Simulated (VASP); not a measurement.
# H2 in VASP: single point with PBE+D3(BJ)

Aim: the single point of H2 with PBE+D3(BJ).

Program: VASP 6.6.1. These are calculated values, not measurements. Logs are shortened: lines on timing, memory, paths and dates and some standing lists are left out, and cuts for length are marked.

### Step 1. The cell of the first run

The cell holds a molecule in a box, 2 atoms: a = 9.296 Å, b = 9.296 Å, c = 23.494 Å, α = 90.00°, β = 90.00°, γ = 120.00°.

### Step 2. Single point, PBE+D3(BJ)

INCAR reads:

```
ALGO = Normal
DIPOL = 0.5 0.5 0.658
EDIFF = 1E-6
ENCUT = 400
GGA = PE
GGA_COMPAT = False
IDIPOL = 3
ISIF = 2
ISMEAR = 0
IVDW = 12
LASPH = True
LCHARG = True
LDIPOL = True
LELF = True
LREAL = False
LVACPOTAV = True
LVHAR = True
LWAVE = False
NBANDS = 8
NELM = 120
NELMDL = -8
PREC = Accurate
SIGMA = 0.1
```

KPOINTS reads:

```
k-points
0
Gamma
  3 3 1
```

POSCAR reads:

```
H
1.0
    9.2964173513      0.0000000000      0.0000000000
   -4.6482086756      8.0509335904      0.0000000000
    0.0000000000      0.0000000000     23.4940581139
H
2
Direct
    0.1366501271      0.2733002541      0.6453131203
    0.1665733875      0.3331467750      0.6699952315
```

Potentials or basis: VASP PAW PBE potentials, release 64 (H).

On the command line:

```sh
$ cat potpaw_PBE.64/H/POTCAR > POTCAR
$ mpirun -np 1 vasp_std > vasp.out
```

OUTCAR:

```text
EDIFF = 1E-6
   ENCUT = 400
   GGA = PE
   ISIF = 2
   ISMEAR = 0
   IVDW = 12
   LASPH = True
   LREAL = False
   NELM = 120
   NELMDL = -8
   PREC = Accurate
 IVDW          = 12

 ion  position               nearest neighbor table
   1  0.137  0.273  0.645-   2 0.75
   2  0.167  0.333  0.670-   1 0.75

  LATTYP: Found a hexagonal cell.
 ALAT       =     9.2964173513
 C/A-ratio  =     2.5272163701

  Lattice vectors:

 A1 = (   9.2964173513,   0.0000000000,   0.0000000000)
 A2 = (  -4.6482086756,   8.0509335904,   0.0000000000)
 A3 = (   0.0000000000,   0.0000000000,  23.4940581139)

Analysis of symmetry for initial positions (statically):
=====================================================================
 Subroutine PRICEL returns:
 Original cell was already a primitive cell.

 Routine SETGRP: Setting up the symmetry group for a
 hexagonal supercell.

 Subroutine GETGRP returns: Found  4 space group operations
 (whereof  2 operations were pure point group operations)
 out of a pool of 24 trial point group operations.

The static configuration has the point symmetry C_1h.
 The point group associated with its full space group is C_2h.

Analysis of symmetry for dynamics (positions and initial velocities):
=====================================================================
 Subroutine PRICEL returns:
 Original cell was already a primitive cell.

 Routine SETGRP: Setting up the symmetry group for a
 hexagonal supercell.

 Subroutine GETGRP returns: Found  4 space group operations
 (whereof  2 operations were pure point group operations)
 out of a pool of 24 trial point group operations.

The dynamic configuration has the point symmetry C_1h.
 The point group associated with its full space group is C_2h.

 Subroutine INISYM returns: Found  4 space group operations
 (whereof  2 operations are pure point group operations),
 and found     1 'primitive' translations

----------------------------------------------------------------------------------------

                                     Primitive cell

  volume of cell :    1758.4090

  direct lattice vectors                    reciprocal lattice vectors
     9.296417351  0.000000000  0.000000000     0.107568320  0.062104599  0.000000000
    -4.648208676  8.050933590  0.000000000     0.000000000  0.124209197  0.000000000
     0.000000000  0.000000000 23.494058114     0.000000000  0.000000000  0.042563954

  length of vectors
     9.296417351  9.296417351 23.494058114     0.124209197  0.124209197  0.042563954

  position of ions in fractional coordinates (direct lattice)
     0.136650127  0.273300254  0.645313120
     0.166573388  0.333146775  0.669995232

  ion indices of the primitive-cell ions
   primitive index   ion index
                 1           1
                 2           2

----------------------------------------------------------------------------------------

 KPOINTS: k-points

Automatic generation of k-mesh.
 Grid dimensions read from file:
 generate k-points for:    3    3    1

 Generating k-lattice:

  Cartesian coordinates                     Fractional coordinates (reciprocal lattice)
     0.035856107  0.020701533  0.000000000     0.333333333  0.000000000  0.000000000
     0.000000000  0.041403066  0.000000000     0.000000000  0.333333333  0.000000000
     0.000000000  0.000000000  0.042563954     0.000000000  0.000000000  1.000000000

  Length of vectors
     0.041403066  0.041403066  0.042563954

  Shift w.r.t. Gamma in fractional coordinates (k-lattice)
     0.000000000  0.000000000  0.000000000

 Subroutine IBZKPT returns following result:
 ===========================================

 Found      4 irreducible k-points:

 Following reciprocal coordinates:
            Coordinates               Weight
  0.000000  0.000000  0.000000      1.000000
  0.333333 -0.000000  0.000000      4.000000
  0.000000  0.333333  0.000000      2.000000
  0.333333  0.333333  0.000000      2.000000
   k-points           NKPTS =      4   k-points in BZ     NKDIM =      4   number of bands    NBANDS=      8
   number of dos      NEDOS =    301   number of ions     NIONS =      2
   total plane-waves  NPLWV = 655360
   dimension x,y,z NGX =    64 NGY =   64 NGZ =  160
   dimension x,y,z NGXF=   128 NGYF=  128 NGZF=  320
   ions per type =               2
   NGX,Y,Z   is equivalent  to a cutoff of  11.44, 11.44, 11.32 a.u.
   NGXF,Y,Z  is equivalent  to a cutoff of  22.89, 22.89, 22.64 a.u.
 SYSTEM =  unknown system
   PREC   = accura    normal or accurate (medium, high low for compatibility)
   ISTART =      0    job   : 0-new  1-cont  2-samecut
   ICHARG =      2    charge: 1-file 2-atom 10-const
   ISPIN  =      1    spin polarized calculation?
   LNONCOLLINEAR =      F non collinear calculations
   LSORBIT =      F    spin-orbit coupling
   LASPH  =      T    aspherical Exc in radial PAW
   ENCUT  =  400.0 eV  29.40 Ry    5.42 a.u.  15.16 15.16 38.31*2*pi/ulx,y,z
   NELM   =    120;   NELMIN=  2; NELMDL= -8     # of ELM steps
   EDIFF  = 0.1E-05   stopping-criterion for ELM
   LREAL  =      F    real-space projection
   EDIFFG = 0.1E-04   stopping-criterion for IOM
   NSW    =      0    number of steps for IOM
   IBRION =     -1    ionic relax: 0-MD 1-quasi-New 2-CG
   NFREE  =      0    steps in history (QN), initial steepest desc. (CG)
   ISIF   =      2    stress and relaxation
   ISYM   =      2    0-nonsym 1-usesym 2-fastsym
   POTIM  = 0.5000    time-step for ionic-motion
   TEBEG  =    0.0;   TEEND  =   0.0 temperature during run
   PSTRESS=    0.0 pullay stress
   NELECT =       2.0000    total number of electrons
   NUPDOWN=      -1.0000    fix difference up-down
   EMIN   =  10.00;   EMAX   =-10.00  energy-range for DOS
   EFERMI =   0.00;   METHOD = LEGACY
   ISMEAR =     0;   SIGMA  =   0.10  broadening in eV -4-tet -1-fermi 0-gaus
   EFERMI_NEDOS =   21; number of points for ismear=-14 and -15
   IALGO  =     38    algorithm
   IMIX   =      4    mixing-type and parameters
     AMIX     =   0.40;   BMIX     =  1.00
     AMIX_MAG =   1.60;   BMIX_MAG =  1.00
  volume/ion in A,a.u.               =     879.20      5933.16
  Fermi-wavevector in a.u.,A,eV,Ry     =   0.170888  0.322931  0.397327  0.029203
  Thomas-Fermi vector in A             =   0.881474
   LORBIT       =      0    0 simple, 1 ext, 2 COOP (PROOUT), +10 PAW based schemes
   GGA     = PE    functional components
   LHFCALC =     F    Hartree Fock is set to
   AEXX    =    0.0000 exact exchange contribution
   IVDW    =    12    specifies the selected vdW correction
   LEPSILON=     F    determine dielectric tensor
   LRPA    =     F    only Hartree local field effects (RPA)
 non-spin polarized calculation
 Gauss-broadening in eV      SIGMA  =   0.10
  energy-cutoff  :      400.00
  volume of cell :     1758.41
 maximum number of plane-waves:     32001
 NGX is ok and might be reduce to    64
   NGX = 31   NGY = 31   NGZ = 77

 dipolmoment           0.000000      0.000000      0.000001 electrons x Angstroem

 number of electron       1.9999998 magnetization

 dipolmoment           0.000000      0.000000     -0.000000 electrons x Angstroem

 Free energy of the ion-electron system (eV)
  ---------------------------------------------------
  ext. energy  EPLUGINS =         0.00000000
  ---------------------------------------------------
  free energy    TOTEN  =        -6.76021865 eV

  energy without entropy =       -6.76021865  energy(sigma->0) =       -6.76021865

 E-fermi :  -9.7949     XC(G=0):  -0.2264

 val. band max:      -10.2928359438   @ k =   0.0000   0.0000   0.0000
 cond. band min:      -0.1456437106   @ k =   0.0000   0.0000   0.0000
 fundamental gap:     10.1471922332
 Fermi energy:        -9.7948512688

 k-point     1 :       0.0000    0.0000    0.0000
  band No.  band energies     occupation
      1     -10.2928      2.00000
      2      -0.1456      0.00000
      3       0.0550      0.00000
      4       0.1699      0.00000
      5       0.5595      0.00000
      6       1.0094      0.00000
      7       1.0411      0.00000
      8       1.3248      0.00000

 k-point     2 :       0.3333   -0.0000    0.0000
  band No.  band energies     occupation
      1     -10.2930      2.00000
      2       0.0590      0.00000
      3       0.2325      0.00000
      4       0.4113      0.00000
      5       0.6244      0.00000
      6       0.7786      0.00000
      7       1.0771      0.00000
      8       1.1536      0.00000

 k-point     3 :       0.0000    0.3333    0.0000
  band No.  band energies     occupation
      1     -10.2930      2.00000
      2       0.0151      0.00000
      3       0.2501      0.00000
      4       0.4099      0.00000
      5       0.6038      0.00000
      6       0.8809      0.00000
      7       1.1429      0.00000
      8       1.2508      0.00000

 k-point     4 :       0.3333    0.3333    0.0000
  band No.  band energies     occupation
      1     -10.2930      2.00000
      2       0.2047      0.00000
      3       0.4889      0.00000
      4       0.5699      0.00000
      5       0.6108      0.00000
      6       0.8954      0.00000
      7       0.9042      0.00000
      8       0.9273      0.00000

------------------------ aborting loop because EDIFF is reached ----------------------------------------

 vacuum level on the upper side and lower side of the slab       (xc-potential included)        -0.037        -0.037

 Edisp (eV)   -0.00255

 E8    (eV) :    -0.0005

  FORCE on cell =-STRESS in cart. coord.  units (eV):
  Direction    XX          YY          ZZ          XY          YZ          ZX
  --------------------------------------------------------------------------------------
  -------------------------------------------------------------------------------------
  Total      -0.11989    -0.16768    -0.18884    -0.00000    -0.05741    -0.00000
  in kB      -0.10924    -0.15278    -0.17207    -0.00000    -0.05231    -0.00000
  external pressure =       -0.14 kB  Pullay stress =        0.00 kB

 VOLUME and BASIS-vectors are now :
 -----------------------------------------------------------------------------
  energy-cutoff  :      400.00
  volume of cell :     1758.41
      direct lattice vectors                 reciprocal lattice vectors
     9.296417351  0.000000000  0.000000000     0.107568320  0.062104599  0.000000000
    -4.648208676  8.050933590  0.000000000     0.000000000  0.124209197  0.000000000
     0.000000000  0.000000000 23.494058114     0.000000000  0.000000000  0.042563954

 POSITION                                       TOTAL-FORCE (eV/Angst)
 -----------------------------------------------------------------------------------
      0.00000      2.20032     15.16102         0.000000      0.069681      0.083998
      0.00000      2.68214     15.74091        -0.000000     -0.069681     -0.083998
 -----------------------------------------------------------------------------------
    total drift:                                0.000000     -0.000000      0.000001

  FREE ENERGIE OF THE ION-ELECTRON SYSTEM (eV)
  ---------------------------------------------------
  free  energy   TOTEN  =        -6.7627691380 eV

  energy  without entropy=       -6.7627691380  energy(sigma->0) =       -6.76276914

 vacuum level on the upper side and lower side of the slab         0.016         0.016
```

Wall time 4.6 min (1 thread of Intel Xeon 8259CL, shared host); peak memory 1 GiB.

What came out:

- Free energy: -6.7628 eV
- Largest force: 0.109 eV/Å
- Gap between the frontier levels: 10.15 eV
- Dispersion energy per atom: -0.001 eV
- Ionisation potential of the upper face: 10.31 eV

Forces on the atoms (eV/Å):
```
H    0.000  0.070  0.084
H    0.000 -0.070 -0.084
```
